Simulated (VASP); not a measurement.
Input of a VASP 6.6.1 run:

Contents of INCAR:

```
PREC = Accurate
ENCUT = 520
EDIFF = 1E-7
ISMEAR = -1
SIGMA = 0.05
LREAL = False
LASPH = True
NELM = 150
ALGO = Normal
ISIF = 2
LWAVE = False
LCHARG = True
ISPIN = 2
MAGMOM = 0.05 0.05 0 0
LORBIT = 11
NUPDOWN = 0.1
LMAXMIX = 4
LELF = True
LVHAR = True
NBANDS = 28
```

KPOINTS

```
Automatic mesh
0
Gamma
  11 11 7
```

POSCAR

```
NiS
1.0
    3.4250000000      0.0000000000      0.0000000000
   -1.7125000000      2.9661370080      0.0000000000
    0.0000000000      0.0000000000      5.3400000000
Ni S
2 2
Direct
    0.0000000000      0.0000000000      0.0000000000
    0.0000000000      0.0000000000      0.5000000000
    0.3333333333      0.6666666667      0.2500000000
    0.6666666667      0.3333333333      0.7500000000
```

Potentials or basis: VASP PAW LDA potentials, release 64 (Ni, S).

The run is started by

```sh
$ cat potpaw_LDA.64/Ni/POTCAR potpaw_LDA.64/S/POTCAR > POTCAR
$ mpirun -np 1 vasp_std > vasp.out
```

(1) Predict the pressure.

Results:

(1) -12.5 GPa.

Caveat: the total moment is fixed, so each spin has its own Fermi level.
